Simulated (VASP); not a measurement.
# AlN (F-43m) in VASP: single point with PBE

Aim: the single point of AlN with PBE.

Program: VASP 6.6.1. These are calculated values, not measurements. Logs are shortened: lines on timing, memory, paths and dates and some standing lists are left out, and cuts for length are marked.

## 1. The cell of the first run

Symmetry: F-43m, No. 216, cubic system. The conventional cell has a = 4.403 Å, b = 4.403 Å, c = 4.403 Å, α = 90.00°, β = 90.00°, γ = 90.00°. Al (site symmetry -43m) has 4 N at 1.91 Å within 2.5 Å. N (site symmetry -43m) has 4 Al at 1.91 Å within 2.5 Å.

## 2. Single point, PBE

INCAR

```
SYSTEM = AlN
PREC = Accurate
ENCUT = 600
EDIFF = 1E-6
ISMEAR = 0
SIGMA = 0.02
LREAL = .False.
LASPH = .True.
NELM = 120
ALGO = Normal
ISIF = 2
LWAVE = .False.
LCHARG = .False.
GGA = PE
NBANDS = 11
GGA_COMPAT = .False.
```

KPOINTS

```
regular mesh
0
Gamma
  10 10 10
  0 0 0
```

POSCAR

```
AlN
1.0
    0.0000000000      2.2012621113      2.2012621113
    2.2012621113      0.0000000000      2.2012621113
    2.2012621113      2.2012621113      0.0000000000
Al N
1 1
Direct
    0.0000000000      0.0000000000      0.0000000000
    0.2500000000      0.2500000000      0.2500000000
```

Potentials or basis: VASP PAW PBE potentials, release 64 (Al, N).

Launch:

```console
cat potpaw_PBE.64/Al/POTCAR potpaw_PBE.64/N/POTCAR > POTCAR
mpirun -np 1 vasp_std > vasp.out
```

OUTCAR:

```text
SYSTEM = AlN
   PREC = Accurate
   ENCUT = 600
   EDIFF = 1E-6
   ISMEAR = 0
   LREAL = .False.
   LASPH = .True.
   NELM = 120
   ISIF = 2
   GGA = PE

 ion  position               nearest neighbor table
   1  0.000  0.000  0.000-   2 1.91   2 1.91   2 1.91   2 1.91
   2  0.250  0.250  0.250-   1 1.91   1 1.91   1 1.91   1 1.91

  LATTYP: Found a face centered cubic cell.
 ALAT       =     4.4025242226

  Lattice vectors:

 A1 = (   0.0000000000,   2.2012621113,   2.2012621113)
 A2 = (   2.2012621113,   0.0000000000,   2.2012621113)
 A3 = (   2.2012621113,   2.2012621113,   0.0000000000)

Analysis of symmetry for initial positions (statically):
=====================================================================
 Subroutine PRICEL returns:
 Original cell was already a primitive cell.

 Routine SETGRP: Setting up the symmetry group for a
 face centered cubic supercell.

 Subroutine GETGRP returns: Found 24 space group operations
 (whereof 24 operations were pure point group operations)
 out of a pool of 48 trial point group operations.

The static configuration has the point symmetry T_d .

Analysis of symmetry for dynamics (positions and initial velocities):
=====================================================================
 Subroutine PRICEL returns:
 Original cell was already a primitive cell.

 Routine SETGRP: Setting up the symmetry group for a
 face centered cubic supercell.

 Subroutine GETGRP returns: Found 24 space group operations
 (whereof 24 operations were pure point group operations)
 out of a pool of 48 trial point group operations.

The dynamic configuration has the point symmetry T_d .

 Subroutine INISYM returns: Found 24 space group operations
 (whereof 24 operations are pure point group operations),
 and found     1 'primitive' translations

----------------------------------------------------------------------------------------

                                     Primitive cell

  volume of cell :      21.3327

  direct lattice vectors                    reciprocal lattice vectors
     0.000000000  2.201262111  2.201262111    -0.227142419  0.227142419  0.227142419
     2.201262111  0.000000000  2.201262111     0.227142419 -0.227142419  0.227142419
     2.201262111  2.201262111  0.000000000     0.227142419  0.227142419 -0.227142419

  length of vectors
     3.113054732  3.113054732  3.113054732     0.393422210  0.393422210  0.393422210

  position of ions in fractional coordinates (direct lattice)
     0.000000000  0.000000000  0.000000000
     0.250000000  0.250000000  0.250000000

  ion indices of the primitive-cell ions
   primitive index   ion index
                 1           1
                 2           2

----------------------------------------------------------------------------------------

 KPOINTS: regular mesh

Automatic generation of k-mesh.
 Grid dimensions read from file:
 generate k-points for:   10   10   10

 Generating k-lattice:

  Cartesian coordinates                     Fractional coordinates (reciprocal lattice)
    -0.022714242  0.022714242  0.022714242     0.100000000  0.000000000  0.000000000
     0.022714242 -0.022714242  0.022714242     0.000000000  0.100000000  0.000000000
     0.022714242  0.022714242 -0.022714242     0.000000000  0.000000000  0.100000000

  Length of vectors
     0.039342221  0.039342221  0.039342221

  Shift w.r.t. Gamma in fractional coordinates (k-lattice)
     0.000000000  0.000000000  0.000000000

 Subroutine IBZKPT returns following result:
 ===========================================

 Found     47 irreducible k-points:

 Following reciprocal coordinates:
            Coordinates               Weight
  0.000000  0.000000  0.000000      1.000000
  0.100000  0.000000  0.000000      8.000000
  0.200000  0.000000  0.000000      8.000000
  0.300000  0.000000  0.000000      8.000000
  0.400000  0.000000  0.000000      8.000000
  0.500000  0.000000  0.000000      4.000000
[... 16 lines left out ...]
  0.300000  0.300000  0.000000      6.000000
  0.400000  0.300000  0.000000     24.000000
 [... further k-points ...]
   k-points           NKPTS =     47   k-points in BZ     NKDIM =     47   number of bands    NBANDS=     11
   number of dos      NEDOS =    301   number of ions     NIONS =      2
   total plane-waves  NPLWV =  21952
   dimension x,y,z NGX =    28 NGY =   28 NGZ =   28
   dimension x,y,z NGXF=    56 NGYF=   56 NGZF=   56
   ions per type =               1   1
   NGX,Y,Z   is equivalent  to a cutoff of  14.95, 14.95, 14.95 a.u.
   NGXF,Y,Z  is equivalent  to a cutoff of  29.91, 29.91, 29.91 a.u.
 SYSTEM =  AlN
   PREC   = accura    normal or accurate (medium, high low for compatibility)
   ISTART =      0    job   : 0-new  1-cont  2-samecut
   ICHARG =      2    charge: 1-file 2-atom 10-const
   ISPIN  =      1    spin polarized calculation?
   LNONCOLLINEAR =      F non collinear calculations
   LSORBIT =      F    spin-orbit coupling
   LASPH  =      T    aspherical Exc in radial PAW
   ENCUT  =  600.0 eV  44.10 Ry    6.64 a.u.   6.22  6.22  6.22*2*pi/ulx,y,z
   NELM   =    120;   NELMIN=  2; NELMDL= -5     # of ELM steps
   EDIFF  = 0.1E-05   stopping-criterion for ELM
   LREAL  =      F    real-space projection
   EDIFFG = 0.1E-04   stopping-criterion for IOM
   NSW    =      0    number of steps for IOM
   IBRION =     -1    ionic relax: 0-MD 1-quasi-New 2-CG
   NFREE  =      0    steps in history (QN), initial steepest desc. (CG)
   ISIF   =      2    stress and relaxation
   ISYM   =      2    0-nonsym 1-usesym 2-fastsym
   POTIM  = 0.5000    time-step for ionic-motion
   TEBEG  =    0.0;   TEEND  =   0.0 temperature during run
   PSTRESS=    0.0 pullay stress
   NELECT =       8.0000    total number of electrons
   NUPDOWN=      -1.0000    fix difference up-down
   EMIN   =  10.00;   EMAX   =-10.00  energy-range for DOS
   EFERMI =   0.00;   METHOD = LEGACY
   ISMEAR =     0;   SIGMA  =   0.02  broadening in eV -4-tet -1-fermi 0-gaus
   EFERMI_NEDOS =   21; number of points for ismear=-14 and -15
   IALGO  =     38    algorithm
   IMIX   =      4    mixing-type and parameters
     AMIX     =   0.40;   BMIX     =  1.00
     AMIX_MAG =   1.60;   BMIX_MAG =  1.00
  volume/ion in A,a.u.               =      10.67        71.98
  Fermi-wavevector in a.u.,A,eV,Ry     =   1.180565  2.230944 18.962884  1.393733
  Thomas-Fermi vector in A             =   2.316855
   LORBIT       =      0    0 simple, 1 ext, 2 COOP (PROOUT), +10 PAW based schemes
   GGA     = PE    functional components
   LHFCALC =     F    Hartree Fock is set to
   AEXX    =    0.0000 exact exchange contribution
   IVDW    =     0    specifies the selected vdW correction
   LEPSILON=     F    determine dielectric tensor
   LRPA    =     F    only Hartree local field effects (RPA)
 non-spin polarized calculation
 Gauss-broadening in eV      SIGMA  =   0.02
  energy-cutoff  :      600.00
  volume of cell :       21.33
 maximum number of plane-waves:       728
 NGX is ok and might be reduce to    28
   NGX = 13   NGY = 13   NGZ = 13

 number of electron       8.0000000 magnetization

 Free energy of the ion-electron system (eV)
  ---------------------------------------------------
  ext. energy  EPLUGINS =         0.00000000
  ---------------------------------------------------
  free energy    TOTEN  =       -14.84893361 eV

  energy without entropy =      -14.84893361  energy(sigma->0) =      -14.84893361

 E-fermi :   5.9343     XC(G=0): -10.8312

 val. band max:        5.7490325073   @ k =   0.0000   0.0000   0.0000
 cond. band min:       9.0543791213   @ k =   0.5000   0.5000   0.0000
 fundamental gap:      3.3053466140
 Fermi energy:         5.9342889618

 k-point     1 :       0.0000    0.0000    0.0000
  band No.  band energies     occupation
      1      -9.0968      2.00000
      2       5.7490      2.00000
      3       5.7490      2.00000
      4       5.7490      2.00000
      5       9.7374      0.00000
      6      18.0771      0.00000
      7      18.0771      0.00000
      8      18.0771      0.00000
      9      23.2490      0.00000
     10      23.2490      0.00000
     11      24.6053      0.00000

 k-point     2 :       0.1000    0.0000    0.0000
  band No.  band energies     occupation
      1      -8.9544      2.00000
      2       4.9380      2.00000
      3       5.6977      2.00000
      4       5.6977      2.00000
      5      10.4046      0.00000
      6      17.6898      0.00000
      7      18.2081      0.00000
      8      18.2081      0.00000
      9      22.0108      0.00000
     10      22.0108      0.00000
     11      23.8277      0.00000

 k-point     3 :       0.2000    0.0000    0.0000
  band No.  band energies     occupation
      1      -8.5499      2.00000
      2       3.3532      2.00000
      3       5.5697      2.00000
      4       5.5697      2.00000
      5      11.5297      0.00000
      6      16.8974      0.00000
      7      18.1574      0.00000
      8      18.1574      0.00000
      9      21.4707      0.00000
     10      21.4707      0.00000
     11      22.9514      0.00000

 k-point     4 :       0.3000    0.0000    0.0000
  band No.  band energies     occupation
      1      -7.9640      2.00000
      2       1.7397      2.00000
      3       5.4230      2.00000
      4       5.4230      2.00000
      5      12.3706      0.00000
      6      16.1583      0.00000
      7      17.5366      0.00000
      8      17.5366      0.00000
      9      22.4818      0.00000
     10      22.4818      0.00000
     11      22.7335      0.00000
[... 239 lines left out ...]
 k-point    22 :      -0.2000    0.2000    0.0000
  band No.  band energies     occupation
      1      -7.7716      2.00000
      2       2.0336      2.00000
      3       4.0844      2.00000
      4       5.4942      2.00000
      5      13.1311      0.00000
      6      15.5274      0.00000
      7      16.9309      0.00000
      8      18.0760      0.00000
      9      20.5270      0.00000
     10      23.8966      0.00000
     11      26.8298      0.00000

 k-point    23 :       0.3000    0.3000    0.0000
  band No.  band energies     occupation
      1      -7.5996      2.00000
      2       2.2648      2.00000
      3       4.5275      2.00000
      4       4.5275      2.00000
      5      11.0027      0.00000
      6      15.2839      0.00000
      7      17.3849      0.00000
      8      19.9827      0.00000
      9      19.9827      0.00000
     10      25.9008      0.00000
     11      29.1187      0.00000

 k-point    24 :       0.4000    0.3000    0.0000
  band No.  band energies     occupation
      1      -7.1536      2.00000
      2       1.6480      2.00000
      3       4.0727      2.00000
      4       4.3658      2.00000
      5      10.6120      0.00000
      6      15.1241      0.00000
      7      17.7243      0.00000
      8      20.0788      0.00000
      9      20.5706      0.00000
     10      26.7917      0.00000
     11      28.9054      0.00000

 [... further k-points ...]
[... 5 lines left out ...]
  --------------------------------------------------------------------------------------
  -------------------------------------------------------------------------------------
  Total       -0.0431129     -0.0431129     -0.0431129      0.0000000      0.0000000      0.0000000
  in kB       -3.2379669     -3.2379669     -3.2379669      0.0000000      0.0000000      0.0000000
  external PRESSURE =      -3.2379669 kB  Pullay stress =       0.0000000 kB

 VOLUME and BASIS-vectors are now :
 -----------------------------------------------------------------------------
  energy-cutoff  :      600.00
  volume of cell :       21.33
      direct lattice vectors                 reciprocal lattice vectors
     0.000000000  2.201262111  2.201262111    -0.227142419  0.227142419  0.227142419
     2.201262111  0.000000000  2.201262111     0.227142419 -0.227142419  0.227142419
     2.201262111  2.201262111  0.000000000     0.227142419  0.227142419 -0.227142419

 POSITION                                       TOTAL-FORCE (eV/Angst)
 -----------------------------------------------------------------------------------
      0.00000      0.00000      0.00000        -0.000000     -0.000000     -0.000000
      1.10063      1.10063      1.10063         0.000000      0.000000      0.000000
 -----------------------------------------------------------------------------------
    total drift:                                0.000000      0.000000      0.000000

  FREE ENERGIE OF THE ION-ELECTRON SYSTEM (eV)
  ---------------------------------------------------
  free  energy   TOTEN  =       -14.8489336136 eV

  energy  without entropy=      -14.8489336136  energy(sigma->0) =      -14.84893361
```

It took 25 s on 1 thread of Intel Xeon 8259CL, shared host; peak memory 0.15 GiB.

What came out:

* Free energy: -14.8489 eV
* Pressure: -0.3 GPa
* Band gap on the k mesh: 3.31 eV (least direct gap 3.99 eV)

A k mesh can miss the band edges.
